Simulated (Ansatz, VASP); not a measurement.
One calculation of Al, two programs

Contents of INCAR:

```
SYSTEM = Al
PREC     = Accurate       ! precision mode
ENCUT    = 520            ! plane-wave cutoff, eV
EDIFF    = 1E-6           ! SCF threshold, eV
ISMEAR   = 0              ! smearing method
SIGMA    = 0.15           ! smearing width, eV
LREAL    = .False.        ! projectors in reciprocal space
LASPH    = .True.         ! aspherical terms in the spheres
NELM     = 80             ! most SCF steps
ALGO     = Fast           ! electronic algorithm
ISIF     = 2              ! what is computed and relaxed
LWAVE    = .False.        ! write WAVECAR
LCHARG   = .False.        ! write CHGCAR
GGA      = CA             ! functional
NBANDS   = 10             ! bands
```

Contents of KPOINTS:

```
Automatic mesh
0
Gamma
  21 21 12
  0 0 0
```

POSCAR

```
Al
1.0
    2.6466218154      0.0000000000      0.0000000000
   -1.3233109077      2.2920417263      0.0000000000
    0.0000000000      0.0000000000      5.4958574366
Al
2
Direct
    0.6666666667      0.3333333333      0.7500000000
    0.3333333333      0.6666666667      0.2500000000
```

Input for Ansatz:

```yaml
crystal:
  lattice:
    - [2.6466218154, 0.0, 0.0]
    - [-1.3233109077, 2.2920417263, 0.0]
    - [0.0, 0.0, 5.4958574366]
  atoms:
    - { symbol: Al, position: [0.6666666667, 0.3333333333, 0.75] }
    - { symbol: Al, position: [0.3333333333, 0.6666666667, 0.25] }
basis:
  ecutwfc: 420
kpoints:
  mp_grid: { grid: [21, 21, 12] }
hamiltonian:
  xc: lda
scf:
  occupations: { method: gaussian, width: 0.15 }
output:
  forces: true
  stress: true
  eigenvalues: true
```

Alike in both runs: task single point; functional LDA; k mesh 21 × 21 × 12; occupations gaussian, width 0.15 eV; no spin polarisation.

|  | VASP | Ansatz |
| --- | --- | --- |
| version | VASP 6.6.1 | Ansatz 0.2.0 |
| potentials or method | VASP PAW LDA potentials, release 64 (Al), cutoff 520 eV | scalar-relativistic, plane waves, PAW |
| valence electrons in the cell | 6 | 6 |

VASP gave:

```
gap on the k mesh at the Fermi level (eV)                     : none
pressure (GPa)                                                : 2.2
traceless stress, the component that is largest in VASP (GPa) : -11.11
```

Question: Estimate Ansatz's values.

Answer: gap on the k mesh at the Fermi level (eV): none; pressure (GPa): 2.1; traceless stress, the component that is largest in VASP (GPa): -10.99.

LDA's correlation is that of Perdew and Zunger in VASP and of Perdew and Wang (1992) in Ansatz. A gap of «none» marks a metal or a gap that the smearing closes.
